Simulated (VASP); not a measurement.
# Al2BAs3 (R-3m) in VASP: single point with PBE

Aim: the single point of Al2BAs3 with PBE.

All numbers are computed with VASP 6.6.1; they aren't measurements. Logs are shortened: lines on timing, memory, paths and dates and some standing lists are left out, and cuts for length are marked.

## Step 1: The cell of the first run

Symmetry: R-3m, No. 166, trigonal system. The conventional cell has a = 6.348 Å, b = 6.348 Å, c = 9.070 Å, α = 90.00°, β = 90.00°, γ = 120.00°. Within 3.5 Å of Al (site symmetry 3m) lie 1 Al at 2.49 Å and 9 As at 2.55 to 3.41 Å and 1 B at 3.29 Å. B (site symmetry -3m) has 6 As at 2.38 Å within 3.1 Å. As (site symmetry 2/m) has 2 B at 2.38 Å and 2 Al at 2.55 Å and 4 As at 3.17 Å within 3.2 Å.

## Step 2: Single point, PBE

POSCAR

```
Al2BAs3
1.0
    3.1739452114      1.8324781222      3.0234310992
   -3.1739452114      1.8324781222      3.0234310992
    0.0000000000     -3.6649562444      3.0234310992
Al B As
2 1 3
Direct
    0.3627003358      0.3627003358      0.3627003358
    0.6372996642      0.6372996642      0.6372996642
    0.0000000000      0.0000000000      0.0000000000
    0.5000000000      0.0000000000      0.0000000000
    0.0000000000      0.5000000000      0.0000000000
    0.0000000000      0.0000000000      0.5000000000
```

INCAR.step1

```
PREC = Accurate ; ENCUT = 520
EDIFF = 1E-6 ; ISMEAR = 0
SIGMA = 0.1 ; LREAL = False
LASPH = True ; NELM = 60
ALGO = Normal ; ISIF = 2
LWAVE = False ; LCHARG = True
GGA = PE ; NBANDS = 21
```

KPOINTS.step1

```
Automatic mesh
0
Gamma
  12 12 12
```

INCAR.step2

```
PREC = Accurate ; ENCUT = 520
EDIFF = 1E-6 ; ISMEAR = -5
SIGMA = 0.1 ; LREAL = False
LASPH = True ; NELM = 60
ALGO = Normal ; ISIF = 2
LWAVE = False ; LCHARG = False
GGA = PE ; LORBIT = 11
NBANDS = 21 ; NEDOS = 1001
ICHARG = 11
```

KPOINTS.step2

```
Automatic mesh
0
Gamma
  18 18 18
```

Potentials or basis: VASP PAW PBE potentials, release 64 (Al, B, As).

The run is started by

```console
$ cat potpaw_PBE.64/Al/POTCAR potpaw_PBE.64/B/POTCAR potpaw_PBE.64/As/POTCAR > POTCAR
$ cp INCAR.step1 INCAR
$ cp KPOINTS.step1 KPOINTS
$ mpirun -np 1 vasp_std > vasp.out
$ cp INCAR.step2 INCAR
$ cp KPOINTS.step2 KPOINTS
$ mpirun -np 1 vasp_std > vasp.out
```

OUTCAR:

```text
PREC = Accurate
   ENCUT = 520
   EDIFF = 1E-6
   ISMEAR = -5
   LREAL = False
   LASPH = True
   NELM = 60
   ISIF = 2
   GGA = PE
   LORBIT = 11
   ICHARG = 11

 ion  position               nearest neighbor table
   1  0.363  0.363  0.363-   2 2.49   4 2.55   5 2.55   6 2.55
   2  0.637  0.637  0.637-   1 2.49   4 2.55   5 2.55   6 2.55
   3  0.000  0.000  0.000-   4 2.38   5 2.38   5 2.38   4 2.38   6 2.38   6 2.38
   4  0.500  0.000  0.000-   3 2.38   3 2.38   1 2.55   2 2.55
   5  0.000  0.500  0.000-   3 2.38   3 2.38   1 2.55   2 2.55
   6  0.000  0.000  0.500-   3 2.38   3 2.38   1 2.55   2 2.55

  LATTYP: Found a trigonal (rhomboedric) cell.
 ALAT       =     4.7511093320
 COS(alpha) =     0.1074371678

  Lattice vectors:

 A1 = (   3.1739452114,   1.8324781222,   3.0234310992)
 A2 = (  -3.1739452114,   1.8324781222,   3.0234310992)
 A3 = (   0.0000000000,  -3.6649562444,   3.0234310992)

Analysis of symmetry for initial positions (statically):
=====================================================================
 Subroutine PRICEL returns:
 Original cell was already a primitive cell.

 Routine SETGRP: Setting up the symmetry group for a
 trigonal (rhombohedral) supercell.

 Subroutine GETGRP returns: Found 12 space group operations
 (whereof 12 operations were pure point group operations)
 out of a pool of 12 trial point group operations.

The static configuration has the point symmetry D_3d.

Analysis of symmetry for dynamics (positions and initial velocities):
=====================================================================
 Subroutine PRICEL returns:
 Original cell was already a primitive cell.

 Routine SETGRP: Setting up the symmetry group for a
 trigonal (rhombohedral) supercell.

 Subroutine GETGRP returns: Found 12 space group operations
 (whereof 12 operations were pure point group operations)
 out of a pool of 12 trial point group operations.

The dynamic configuration has the point symmetry D_3d.

 Subroutine INISYM returns: Found 12 space group operations
 (whereof 12 operations are pure point group operations),
 and found     1 'primitive' translations

----------------------------------------------------------------------------------------

                                     Primitive cell

  volume of cell :     105.5090

  direct lattice vectors                    reciprocal lattice vectors
     3.173945211  1.832478122  3.023431099     0.157532650  0.090951518  0.110250018
    -3.173945211  1.832478122  3.023431099    -0.157532650  0.090951518  0.110250018
     0.000000000 -3.664956244  3.023431099     0.000000000 -0.181903036  0.110250018

  length of vectors
     4.751109332  4.751109332  4.751109332     0.212705855  0.212705855  0.212705855

  position of ions in fractional coordinates (direct lattice)
     0.362700336  0.362700336  0.362700336
     0.637299664  0.637299664  0.637299664
     0.000000000  0.000000000  0.000000000
     0.500000000  1.000000000  0.000000000
     1.000000000  0.500000000  0.000000000
     0.000000000  0.000000000  0.500000000

  ion indices of the primitive-cell ions
   primitive index   ion index
                 1           1
                 2           2
                 3           3
                 4           4
                 5           5
                 6           6

----------------------------------------------------------------------------------------

 KPOINTS: Automatic mesh

Automatic generation of k-mesh.
 Grid dimensions read from file:
 generate k-points for:   18   18   18

 Generating k-lattice:

  Cartesian coordinates                     Fractional coordinates (reciprocal lattice)
     0.008751814  0.005052862  0.006125001     0.055555556  0.000000000  0.000000000
    -0.008751814  0.005052862  0.006125001     0.000000000  0.055555556  0.000000000
     0.000000000 -0.010105724  0.006125001     0.000000000  0.000000000  0.055555556

  Length of vectors
     0.011816992  0.011816992  0.011816992

  Shift w.r.t. Gamma in fractional coordinates (k-lattice)
     0.000000000  0.000000000  0.000000000

 TETIRR: Found   2916 inequivalent tetrahedra from    34992

 Subroutine IBZKPT returns following result:
 ===========================================

 Found    580 irreducible k-points:

 Following reciprocal coordinates:
            Coordinates               Weight
  0.000000  0.000000  0.000000      1.000000
  0.055556  0.000000  0.000000      6.000000
  0.111111  0.000000  0.000000      6.000000
  0.166667 -0.000000  0.000000      6.000000
  0.222222  0.000000  0.000000      6.000000
  0.277778  0.000000  0.000000      6.000000
[... 16 lines left out ...]
 -0.277778  0.055556  0.000000     12.000000
 -0.222222  0.055556  0.000000     12.000000
 [... further k-points ...]
   k-points           NKPTS =    580   k-points in BZ     NKDIM =    580   number of bands    NBANDS=     21
   number of dos      NEDOS =   1001   number of ions     NIONS =      6
   total plane-waves  NPLWV =  46656
   dimension x,y,z NGX =    36 NGY =   36 NGZ =   36
   dimension x,y,z NGXF=    72 NGYF=   72 NGZF=   72
   ions per type =               2   1   3
   NGX,Y,Z   is equivalent  to a cutoff of  12.60, 12.60, 12.60 a.u.
   NGXF,Y,Z  is equivalent  to a cutoff of  25.19, 25.19, 25.19 a.u.
 SYSTEM =  unknown system
   PREC   = accura    normal or accurate (medium, high low for compatibility)
   ISTART =      0    job   : 0-new  1-cont  2-samecut
   ICHARG =     11    charge: 1-file 2-atom 10-const
   ISPIN  =      1    spin polarized calculation?
   LNONCOLLINEAR =      F non collinear calculations
   LSORBIT =      F    spin-orbit coupling
   LASPH  =      T    aspherical Exc in radial PAW
   ENCUT  =  520.0 eV  38.22 Ry    6.18 a.u.   8.83  8.83  8.83*2*pi/ulx,y,z
   NELM   =     60;   NELMIN=  2; NELMDL=  0     # of ELM steps
   EDIFF  = 0.1E-05   stopping-criterion for ELM
   LREAL  =      F    real-space projection
   EDIFFG = 0.1E-04   stopping-criterion for IOM
   NSW    =      0    number of steps for IOM
   IBRION =     -1    ionic relax: 0-MD 1-quasi-New 2-CG
   NFREE  =      0    steps in history (QN), initial steepest desc. (CG)
   ISIF   =      2    stress and relaxation
   ISYM   =      2    0-nonsym 1-usesym 2-fastsym
   POTIM  = 0.5000    time-step for ionic-motion
   TEBEG  =    0.0;   TEEND  =   0.0 temperature during run
   PSTRESS=    0.0 pullay stress
   NELECT =      24.0000    total number of electrons
   NUPDOWN=      -1.0000    fix difference up-down
   EMIN   =  10.00;   EMAX   =-10.00  energy-range for DOS
   EFERMI =   0.00;   METHOD = LEGACY
   ISMEAR =    -5;   SIGMA  =   0.10  broadening in eV -4-tet -1-fermi 0-gaus
   EFERMI_NEDOS =   21; number of points for ismear=-14 and -15
   IALGO  =     38    algorithm
   IMIX   =      4    mixing-type and parameters
     AMIX     =   0.40;   BMIX     =  1.00
     AMIX_MAG =   1.60;   BMIX_MAG =  1.00
  volume/ion in A,a.u.               =      17.58       118.67
  Fermi-wavevector in a.u.,A,eV,Ry     =   0.999345  1.888488 13.588005  0.998690
  Thomas-Fermi vector in A             =   2.131629
   LORBIT       =     11    0 simple, 1 ext, 2 COOP (PROOUT), +10 PAW based schemes
   GGA     = PE    functional components
   LHFCALC =     F    Hartree Fock is set to
   AEXX    =    0.0000 exact exchange contribution
   IVDW    =     0    specifies the selected vdW correction
   LEPSILON=     F    determine dielectric tensor
   LRPA    =     F    only Hartree local field effects (RPA)
 non-spin polarized calculation
 Fermi weights with tetrahedron method with Bloechl corrections
  energy-cutoff  :      520.00
  volume of cell :      105.51
 maximum number of plane-waves:      2861

 number of electron      23.9999996 magnetization

 Free energy of the ion-electron system (eV)
  ---------------------------------------------------
  ext. energy  EPLUGINS =         0.00000000
  ---------------------------------------------------
  free energy    TOTEN  =       -25.07221891 eV

  energy without entropy =      -25.07221891  energy(sigma->0) =      -25.07221891

 E-fermi :   6.0429     XC(G=0): -10.2463

 val. band max:        6.0749560264   @ k =   0.1667   0.1667   0.1667
 cond. band min:       6.0078612981   @ k =  -0.3889  -0.4444   0.2222
 fundamental gap:     -0.0670947283
 Fermi energy:         6.0428728407

 k-point     1 :       0.0000    0.0000    0.0000
  band No.  band energies     occupation
      1      -7.9279      2.00000
      2      -3.6539      2.00000
      3      -3.6539      2.00000
      4      -1.1087      2.00000
      5       0.6884      2.00000
      6       0.7385      2.00000
[... 13 lines left out ...]
     20      11.1476      0.00000
     21      11.1476      0.00000

 k-point     2 :       0.0556    0.0000    0.0000
  band No.  band energies     occupation
      1      -7.9113      2.00000
      2      -3.7276      2.00000
      3      -3.6501      2.00000
      4      -1.0602      2.00000
      5       0.4271      2.00000
      6       0.7530      2.00000
[... 13 lines left out ...]
     20      11.1917      0.00000
     21      11.2354      0.00000

 k-point     3 :       0.1111    0.0000    0.0000
  band No.  band energies     occupation
      1      -7.8618      2.00000
      2      -3.9290      2.00000
      3      -3.6392      2.00000
      4      -0.9282      2.00000
      5       0.2297      2.00000
      6       0.7956      2.00000
[... 13 lines left out ...]
     20      11.3528      0.00000
     21      11.4262      0.00000

 k-point     4 :       0.1667   -0.0000    0.0000
  band No.  band energies     occupation
      1      -7.7802      2.00000
      2      -4.2153      2.00000
      3      -3.6222      2.00000
      4      -0.7388      2.00000
      5       0.1110      2.00000
      6       0.8633      2.00000
[... 13 lines left out ...]
     20      11.2641      0.00000
     21      11.7625      0.00000

 k-point     5 :       0.2222    0.0000    0.0000
  band No.  band energies     occupation
      1      -7.6683      2.00000
      2      -4.5460      2.00000
      3      -3.6011      2.00000
      4      -0.5133      2.00000
      5       0.0612      2.00000
      6       0.9506      2.00000
[... 13 lines left out ...]
     20      11.0877      0.00000
     21      12.1352      0.00000
[... 382 lines left out ...]
     20      11.3652      0.00000
     21      11.5242      0.00000

 k-point    22 :      -0.3333    0.0556    0.0000
  band No.  band energies     occupation
      1      -7.3341      2.00000
      2      -5.2657      2.00000
      3      -3.6041      2.00000
      4      -0.1278      2.00000
      5       0.2369      2.00000
      6       1.2013      2.00000
[... 13 lines left out ...]
     20      11.0293      0.00000
     21      11.1775      0.00000

 k-point    23 :      -0.2778    0.0556    0.0000
  band No.  band energies     occupation
      1      -7.4954      2.00000
      2      -4.9431      2.00000
      3      -3.6273      2.00000
      4      -0.1879      2.00000
      5      -0.0105      2.00000
      6       1.1415      2.00000
[... 13 lines left out ...]
     20      10.9082      0.00000
     21      11.5938      0.00000

 k-point    24 :      -0.2222    0.0556    0.0000
  band No.  band energies     occupation
      1      -7.6372      2.00000
      2      -4.6083      2.00000
      3      -3.6498      2.00000
      4      -0.2699      2.00000
      5      -0.1864      2.00000
      6       1.0531      2.00000
[... 13 lines left out ...]
     20      10.9853      0.00000
     21      12.2411      0.00000

 [... further k-points ...]

------------------------ aborting loop because EDIFF is reached ----------------------------------------

  FORCE on cell =-STRESS in cart. coord.  units (eV):
  Direction    XX          YY          ZZ          XY          YZ          ZX
  --------------------------------------------------------------------------------------
  -------------------------------------------------------------------------------------
  Total        0.0962774      0.0962774      0.1169064      0.0000000      0.0000000      0.0000000
  in kB        1.4619935      1.4619935      1.7752494      0.0000000      0.0000000      0.0000000
  external PRESSURE =       1.5664121 kB  Pullay stress =       0.0000000 kB

 VOLUME and BASIS-vectors are now :
 -----------------------------------------------------------------------------
  energy-cutoff  :      520.00
  volume of cell :      105.51
      direct lattice vectors                 reciprocal lattice vectors
     3.173945211  1.832478122  3.023431099     0.157532650  0.090951518  0.110250018
    -3.173945211  1.832478122  3.023431099    -0.157532650  0.090951518  0.110250018
     0.000000000 -3.664956244  3.023431099     0.000000000 -0.181903036  0.110250018

 POSITION                                       TOTAL-FORCE (eV/Angst)
 -----------------------------------------------------------------------------------
      0.00000      0.00000      3.28980        -0.000000      0.000000      0.006486
      0.00000      0.00000      5.78049        -0.000000     -0.000000     -0.006486
      0.00000      0.00000      0.00000        -0.000000      0.000000     -0.000000
      1.58697      0.91624      1.51172        -0.000000      0.000000     -0.000000
     -1.58697      0.91624      1.51172         0.000000      0.000000      0.000000
      0.00000     -1.83248      1.51172         0.000000      0.000000      0.000000
 -----------------------------------------------------------------------------------
    total drift:                                0.000000      0.000000     -0.000000

  FREE ENERGIE OF THE ION-ELECTRON SYSTEM (eV)
  ---------------------------------------------------
  free  energy   TOTEN  =       -25.0722189069 eV

  energy  without entropy=      -25.0722189069  energy(sigma->0) =      -25.07221891

 total charge

# of ion       s       p       d       tot
------------------------------------------
    1        0.460   0.302   0.000   0.762
    2        0.460   0.302   0.000   0.762
    3        0.719   0.847   0.000   1.566
    4        1.280   1.384   0.053   2.717
    5        1.280   1.384   0.053   2.717
    6        1.280   1.384   0.053   2.717
--------------------------------------------------
tot          5.477   5.603   0.160  11.241
```

It took 12 min on 1 thread of Intel Xeon 8259CL, shared host; peak memory 1.1 GiB.

What came out:

```
Valence electrons inside the program's atomic spheres : Al 0.76; B 1.57; As 2.72
```
